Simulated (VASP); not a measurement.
# AlCo (Pm-3m) in VASP: further runs

Runs on AlCo. Level: PBE. Tasks: single point, relaxation of cell and atoms.

Everything below comes from runs of VASP 6.6.1. Logs are shortened: lines on timing, memory, paths and dates and some standing lists are left out, and cuts for length are marked.

### Step 1. The cell of the first run

It takes space group Pm-3m (No. 221, cubic). The conventional cell has a = 2.705 Å, b = 2.705 Å, c = 2.705 Å, α = 90.00°, β = 90.00°, γ = 90.00°. Al (site symmetry m-3m) has 8 Co at 2.34 Å and 6 Al at 2.70 Å within 3.1 Å. Co (site symmetry m-3m) has 8 Al at 2.34 Å and 6 Co at 2.70 Å within 3.1 Å.

### Step 2. Single point, PBE

Contents of INCAR:

```
SYSTEM = AlCo
PREC = Accurate
ENCUT = 520
EDIFF = 1E-6
ISMEAR = 0
SIGMA = 0.1
LREAL = .FALSE.
LASPH = .TRUE.
NELM = 100
ALGO = Normal
ISIF = 2
LWAVE = .FALSE.
LCHARG = .FALSE.
GGA = PE
NBANDS = 13
```

Contents of KPOINTS:

```
Automatic mesh
0
G
  16 16 16
  0 0 0
```

Contents of POSCAR:

```
AlCo
1.0
    2.7045901659      0.0000000000      0.0000000000
    0.0000000000      2.7045901659      0.0000000000
    0.0000000000      0.0000000000      2.7045901659
Al Co
1 1
Direct
    0.0000000000      0.0000000000      0.0000000000
    0.5000000000      0.5000000000      0.5000000000
```

Potentials or basis: VASP PAW PBE potentials, release 64 (Al, Co).

The run is started by

```sh
cat potpaw_PBE.64/Al/POTCAR potpaw_PBE.64/Co/POTCAR > POTCAR
mpirun -np 1 vasp_std > vasp.out
```

OUTCAR:

```text
SYSTEM = AlCo
   PREC = Accurate
   ENCUT = 520
   EDIFF = 1E-6
   ISMEAR = 0
   LREAL = .FALSE.
   LASPH = .TRUE.
   NELM = 100
   ISIF = 2
   GGA = PE

 ion  position               nearest neighbor table
   1  0.000  0.000  0.000-   2 2.34   2 2.34   2 2.34   2 2.34   2 2.34   2 2.34   2 2.34   2 2.34

   2  0.500  0.500  0.500-   1 2.34   1 2.34   1 2.34   1 2.34   1 2.34   1 2.34   1 2.34   1 2.34

  LATTYP: Found a simple cubic cell.
 ALAT       =     2.7045901659

  Lattice vectors:

 A1 = (   2.7045901659,   0.0000000000,   0.0000000000)
 A2 = (   0.0000000000,   2.7045901659,   0.0000000000)
 A3 = (   0.0000000000,   0.0000000000,   2.7045901659)

Analysis of symmetry for initial positions (statically):
=====================================================================
 Subroutine PRICEL returns:
 Original cell was already a primitive cell.

 Routine SETGRP: Setting up the symmetry group for a
 simple cubic supercell.

 Subroutine GETGRP returns: Found 48 space group operations
 (whereof 48 operations were pure point group operations)
 out of a pool of 48 trial point group operations.

The static configuration has the point symmetry O_h .

Analysis of symmetry for dynamics (positions and initial velocities):
=====================================================================
 Subroutine PRICEL returns:
 Original cell was already a primitive cell.

 Routine SETGRP: Setting up the symmetry group for a
 simple cubic supercell.

 Subroutine GETGRP returns: Found 48 space group operations
 (whereof 48 operations were pure point group operations)
 out of a pool of 48 trial point group operations.

The dynamic configuration has the point symmetry O_h .

 Subroutine INISYM returns: Found 48 space group operations
 (whereof 48 operations are pure point group operations),
 and found     1 'primitive' translations

----------------------------------------------------------------------------------------

                                     Primitive cell

  volume of cell :      19.7836

  direct lattice vectors                    reciprocal lattice vectors
     2.704590166  0.000000000  0.000000000     0.369741787  0.000000000  0.000000000
     0.000000000  2.704590166  0.000000000     0.000000000  0.369741787  0.000000000
     0.000000000  0.000000000  2.704590166     0.000000000  0.000000000  0.369741787

  length of vectors
     2.704590166  2.704590166  2.704590166     0.369741787  0.369741787  0.369741787

  position of ions in fractional coordinates (direct lattice)
     0.000000000  0.000000000  0.000000000
     0.500000000  0.500000000  0.500000000

  ion indices of the primitive-cell ions
   primitive index   ion index
                 1           1
                 2           2

----------------------------------------------------------------------------------------

 KPOINTS: Automatic mesh

Automatic generation of k-mesh.
 Grid dimensions read from file:
 generate k-points for:   16   16   16

 Generating k-lattice:

  Cartesian coordinates                     Fractional coordinates (reciprocal lattice)
     0.023108862  0.000000000  0.000000000     0.062500000  0.000000000  0.000000000
     0.000000000  0.023108862  0.000000000     0.000000000  0.062500000  0.000000000
     0.000000000  0.000000000  0.023108862     0.000000000  0.000000000  0.062500000

  Length of vectors
     0.023108862  0.023108862  0.023108862

  Shift w.r.t. Gamma in fractional coordinates (k-lattice)
     0.000000000  0.000000000  0.000000000

 Subroutine IBZKPT returns following result:
 ===========================================

 Found    165 irreducible k-points:

 Following reciprocal coordinates:
            Coordinates               Weight
  0.000000  0.000000  0.000000      1.000000
  0.062500  0.000000  0.000000      6.000000
  0.125000  0.000000  0.000000      6.000000
  0.187500  0.000000  0.000000      6.000000
  0.250000  0.000000  0.000000      6.000000
  0.312500  0.000000  0.000000      6.000000
[... 16 lines left out ...]
  0.437500  0.125000  0.000000     24.000000
  0.500000  0.125000  0.000000     12.000000
 [... further k-points ...]
   k-points           NKPTS =    165   k-points in BZ     NKDIM =    165   number of bands    NBANDS=     13
   number of dos      NEDOS =    301   number of ions     NIONS =      2
   total plane-waves  NPLWV =   8000
   dimension x,y,z NGX =    20 NGY =   20 NGZ =   20
   dimension x,y,z NGXF=    40 NGYF=   40 NGZF=   40
   ions per type =               1   1
   NGX,Y,Z   is equivalent  to a cutoff of  12.29, 12.29, 12.29 a.u.
   NGXF,Y,Z  is equivalent  to a cutoff of  24.59, 24.59, 24.59 a.u.
 SYSTEM =  AlCo
   PREC   = accura    normal or accurate (medium, high low for compatibility)
   ISTART =      0    job   : 0-new  1-cont  2-samecut
   ICHARG =      2    charge: 1-file 2-atom 10-const
   ISPIN  =      1    spin polarized calculation?
   LNONCOLLINEAR =      F non collinear calculations
   LSORBIT =      F    spin-orbit coupling
   LASPH  =      T    aspherical Exc in radial PAW
   ENCUT  =  520.0 eV  38.22 Ry    6.18 a.u.   5.03  5.03  5.03*2*pi/ulx,y,z
   NELM   =    100;   NELMIN=  2; NELMDL= -5     # of ELM steps
   EDIFF  = 0.1E-05   stopping-criterion for ELM
   LREAL  =      F    real-space projection
   EDIFFG = 0.1E-04   stopping-criterion for IOM
   NSW    =      0    number of steps for IOM
   IBRION =     -1    ionic relax: 0-MD 1-quasi-New 2-CG
   NFREE  =      0    steps in history (QN), initial steepest desc. (CG)
   ISIF   =      2    stress and relaxation
   ISYM   =      2    0-nonsym 1-usesym 2-fastsym
   POTIM  = 0.5000    time-step for ionic-motion
   TEBEG  =    0.0;   TEEND  =   0.0 temperature during run
   PSTRESS=    0.0 pullay stress
   NELECT =      12.0000    total number of electrons
   NUPDOWN=      -1.0000    fix difference up-down
   EMIN   =  10.00;   EMAX   =-10.00  energy-range for DOS
   EFERMI =   0.00;   METHOD = LEGACY
   ISMEAR =     0;   SIGMA  =   0.10  broadening in eV -4-tet -1-fermi 0-gaus
   EFERMI_NEDOS =   21; number of points for ismear=-14 and -15
   IALGO  =     38    algorithm
   IMIX   =      4    mixing-type and parameters
     AMIX     =   0.40;   BMIX     =  1.00
     AMIX_MAG =   1.60;   BMIX_MAG =  1.00
  volume/ion in A,a.u.               =       9.89        66.75
  Fermi-wavevector in a.u.,A,eV,Ry     =   1.385800  2.618782 26.129182  1.920441
  Thomas-Fermi vector in A             =   2.510176
   LORBIT       =      0    0 simple, 1 ext, 2 COOP (PROOUT), +10 PAW based schemes
   GGA     = PE    functional components
   LHFCALC =     F    Hartree Fock is set to
   AEXX    =    0.0000 exact exchange contribution
   IVDW    =     0    specifies the selected vdW correction
   LEPSILON=     F    determine dielectric tensor
   LRPA    =     F    only Hartree local field effects (RPA)
 non-spin polarized calculation
 Gauss-broadening in eV      SIGMA  =   0.10
  energy-cutoff  :      520.00
  volume of cell :       19.78
 maximum number of plane-waves:       554
   NGX = 11   NGY = 11   NGZ = 11

 number of electron      11.9999997 magnetization

 Free energy of the ion-electron system (eV)
  ---------------------------------------------------
  ext. energy  EPLUGINS =         0.00000000
  ---------------------------------------------------
  free energy    TOTEN  =       -11.62166834 eV

  energy without entropy =      -11.61859325  energy(sigma->0) =      -11.62013080

 E-fermi :  12.8541     XC(G=0): -13.0527

 val. band max:       12.8432220006   @ k =   0.5000   0.4375   0.1875
 cond. band min:      12.8721064438   @ k =   0.4375   0.4375   0.1250
 fundamental gap:      0.0288844432
 Fermi energy:        12.8540770466

 k-point     1 :       0.0000    0.0000    0.0000
  band No.  band energies     occupation
      1       0.6602      2.00000
      2       9.0902      2.00000
      3       9.0902      2.00000
      4      11.7891      2.00000
      5      11.7891      2.00000
      6      11.7891      2.00000
      7      19.6635      0.00000
      8      19.6635      0.00000
      9      19.6635      0.00000
     10      22.2489      0.00000
     11      22.2489      0.00000
     12      31.2844      0.00000
     13      36.4897      0.00000

 k-point     2 :       0.0625    0.0000    0.0000
  band No.  band energies     occupation
      1       0.7433      2.00000
      2       9.0880      2.00000
      3       9.1161      2.00000
      4      11.7400      2.00000
      5      11.7400      2.00000
      6      11.7945      2.00000
      7      18.8127      0.00000
      8      19.7791      0.00000
      9      19.7791      0.00000
     10      22.2240      0.00000
     11      23.0626      0.00000
     12      31.5191      0.00000
     13      35.4909      0.00000

 k-point     3 :       0.1250    0.0000    0.0000
  band No.  band energies     occupation
      1       0.9911      2.00000
      2       9.0650      2.00000
      3       9.1908      2.00000
      4      11.6051      2.00000
      5      11.6051      2.00000
      6      11.8099      2.00000
      7      17.3617      0.00000
      8      20.1137      0.00000
      9      20.1137      0.00000
     10      22.1504      0.00000
     11      24.3970      0.00000
     12      32.2363      0.00000
     13      33.9271      0.00000
[... 305 lines left out ...]
 k-point    23 :       0.4375    0.1250    0.0000
  band No.  band energies     occupation
      1       4.7011      2.00000
      2       6.6835      2.00000
      3       9.8822      2.00000
      4      10.6328      2.00000
      5      10.7872      2.00000
      6      11.7622      2.00000
      7      13.1892      0.00000
      8      20.4687      0.00000
      9      22.4908      0.00000
     10      24.3464      0.00000
     11      26.2494      0.00000
     12      27.0726      0.00000
     13      30.7663      0.00000

 k-point    24 :       0.5000    0.1250    0.0000
  band No.  band energies     occupation
      1       5.6663      2.00000
      2       5.7049      2.00000
      3       9.9277      2.00000
      4      10.6000      2.00000
      5      10.7532      2.00000
      6      11.7682      2.00000
      7      13.1039      0.00041
      8      20.7241      0.00000
      9      22.2974      0.00000
     10      24.9325      0.00000
     11      26.0924      0.00000
     12      26.4000      0.00000
     13      30.9936      0.00000

 [... further k-points ...]
[... 5 lines left out ...]
  --------------------------------------------------------------------------------------
  -------------------------------------------------------------------------------------
  Total        4.9224567      4.9224567      4.9224567      0.0000000     -0.0000000      0.0000000
  in kB      398.6466258    398.6466258    398.6466258      0.0000000     -0.0000000      0.0000000
  external PRESSURE =     398.6466258 kB  Pullay stress =       0.0000000 kB

 VOLUME and BASIS-vectors are now :
 -----------------------------------------------------------------------------
  energy-cutoff  :      520.00
  volume of cell :       19.78
      direct lattice vectors                 reciprocal lattice vectors
     2.704590166  0.000000000  0.000000000     0.369741787  0.000000000  0.000000000
     0.000000000  2.704590166  0.000000000     0.000000000  0.369741787  0.000000000
     0.000000000  0.000000000  2.704590166     0.000000000  0.000000000  0.369741787

 POSITION                                       TOTAL-FORCE (eV/Angst)
 -----------------------------------------------------------------------------------
      0.00000      0.00000      0.00000         0.000000      0.000000      0.000000
      1.35230      1.35230      1.35230         0.000000      0.000000      0.000000
 -----------------------------------------------------------------------------------
    total drift:                               -0.000000      0.000000      0.000000

  FREE ENERGIE OF THE ION-ELECTRON SYSTEM (eV)
  ---------------------------------------------------
  free  energy   TOTEN  =       -11.6216683435 eV

  energy  without entropy=      -11.6185932545  energy(sigma->0) =      -11.62013080
```

Run time: 38 s. Hardware: 1 thread of AMD EPYC 7R43 (Zen 3), shared host; peak memory 0.13 GiB.

What came out:

```yaml
Free_energy: -11.6217 eV
Pressure: 39.9 GPa
Band_gap_on_the_k_mesh: zero (band 6 reaches 15.24 eV, above the bottom of band 7 at 12.55 eV)
```

Spin polarisation is off, so any magnetic state and its effect on volume and gap are missing.

[end of part 1 of 3]
